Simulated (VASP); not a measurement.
A run of VASP 6.6.1 is set up as follows.

INCAR

```
SYSTEM = TePb
ALGO = Normal
EDIFF = 1E-7
EDIFFG = -0.01
ENCUT = 600
GGA = RP
IBRION = 2
ISIF = 3
ISMEAR = -1
IVDW = 13
LASPH = .True.
LCHARG = .False.
LREAL = .False.
LWAVE = .False.
NELM = 60
NSW = 80
PREC = Accurate
SIGMA = 0.05
```

KPOINTS

```
k-points
0
Gamma
  7 7 7
  0 0 0
```

POSCAR

```
TePb
1.0
    4.0022870000      0.0000000000      0.0000000000
    0.0000000000      4.0022870000      0.0000000000
    0.0000000000      0.0000000000      4.0022870000
Pb Te
1 1
Direct
    0.0000000000      0.0000000000      0.0000000000
    0.5000000000      0.5000000000      0.5000000000
```

Potentials or basis: VASP PAW PBE potentials, release 64 (Pb_d, Te).

Launch:

```sh
$ cat potpaw_PBE.64/Pb_d/POTCAR potpaw_PBE.64/Te/POTCAR > POTCAR
$ mpirun -np 1 vasp_std > vasp.out
```

(1) Estimate the dispersion energy per atom.

(2) Estimate the space group after relaxing (to 0.05 Å).

(3) Estimate the relaxed cell.

Results:

(1) -0.880 eV.

(2) Pm-3m (No. 221).

(3) a = 4.019 Å, b = 4.019 Å, c = 4.019 Å, α = 90.00°, β = 90.00°, γ = 90.00°.
